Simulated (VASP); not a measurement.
Write the native input for VASP 6.6.1 that does the following.

| Quantity | Value |
| --- | --- |
| Task | single point |
| Functional | PBEsol |
| Potentials or basis | VASP PAW PBE potentials, release 64 (Sc_sv, Al, H) |
| Cutoff | 520 eV |
| k mesh | 6 × 6 × 6 |
| Occupations | fermi-dirac, width 0.05 eV |
| Spin | no spin polarisation |
| Dipole correction | no |
| Further INCAR settings | ALGO = Normal; EDIFF = 1e-06; NBANDS = 20 |

The structure of ScAlH6 lies in POSCAR:

```
ScAlH6
1.0
    3.0659162079      0.0002844181     -0.0009206327
    0.0008649403      2.3552074608      4.0829883785
    0.0013380307     -2.3560680655      4.0834804049
Sc Al H
1 1 6
Direct
    0.5118930920      0.5889406125      0.5793854070
    0.0137993190      0.9219915149      0.9127432711
    0.0118935419      0.8622499037      0.3127507210
    0.0118985841      0.5818682561      0.8528211413
    0.0118907677      0.3224409662      0.5728358809
    0.5119515380      0.6290441351      0.1487746967
    0.5119667415     -0.0205569580      0.6196533630
    0.5119533218      0.1579826566     -0.0300845516
```

These files were run (other wordings do the same):

INCAR

```
PREC = Accurate
ENCUT = 520
EDIFF = 1E-6
ISMEAR = -1
SIGMA = 0.05
LREAL = F
LASPH = T
NELM = 80
ALGO = Normal
ISIF = 2
LWAVE = F
LCHARG = T
GGA = PS
LELF = T
LVHAR = T
NBANDS = 20
```

KPOINTS

```
regular mesh
0
Gamma
  6 6 6
```

Potentials or basis: VASP PAW PBE potentials, release 64 (Sc_sv, Al, H).

Run with:

```bash
$ cat potpaw_PBE.64/Sc_sv/POTCAR potpaw_PBE.64/Al/POTCAR potpaw_PBE.64/H/POTCAR > POTCAR
$ mpirun -np 1 vasp_std > vasp.out
```

Results of the run:

```yaml
Pressure: 0.0 GPa
Largest_force: 0.016 eV/Å
Band_gap_on_the_k_mesh: 2.27 eV, indirect (least direct gap 2.92 eV)
```

Caveat: the PAW data sets were made with another functional, which shifts forces and pressure a little.

Wall time 92 s on 1 thread of Intel(R) Xeon(R) Platinum 8488C (Sapphire Rapids), on a shared host, peak memory 0.27 GiB.
